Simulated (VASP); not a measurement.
Input of a VASP 6.6.1 run:

File INCAR:

```
SYSTEM = C
PREC = Accurate
ENCUT = 1300
EDIFF = 1E-6
ISMEAR = 0
SIGMA = 0.05
LREAL = .False.
LASPH = .True.
NELM = 120
ALGO = Normal
ISIF = 2
LWAVE = .False.
LCHARG = .True.
GGA = PS
LELF = .True.
LVHAR = .True.
NBANDS = 11
GGA_COMPAT = .False.
```

File KPOINTS:

```
Automatic mesh
0
Gamma
  22 22 22
  0 0 0
```

POSCAR

```
C
1.0
    0.0000000000      1.7768434976      1.7768434976
    1.7768434976      0.0000000000      1.7768434976
    1.7768434976      1.7768434976      0.0000000000
C
2
Direct
    0.0000000000      0.0000000000      0.0000000000
    0.2500000000      0.2500000000      0.2500000000
```

Potentials or basis: VASP PAW PBE potentials, release 64 (C_h).

The run is started by

```console
$ cat potpaw_PBE.64/C_h/POTCAR > POTCAR
$ mpirun -np 1 vasp_std > vasp.out
```

What does it give for the pressure?

0.2 GPa.

Estimate the band gap on the k mesh.

4.03 eV (least direct gap 5.58 eV).

Caveat: the PAW data sets were made with another functional, which shifts forces and pressure a little. A k mesh can miss the band edges.
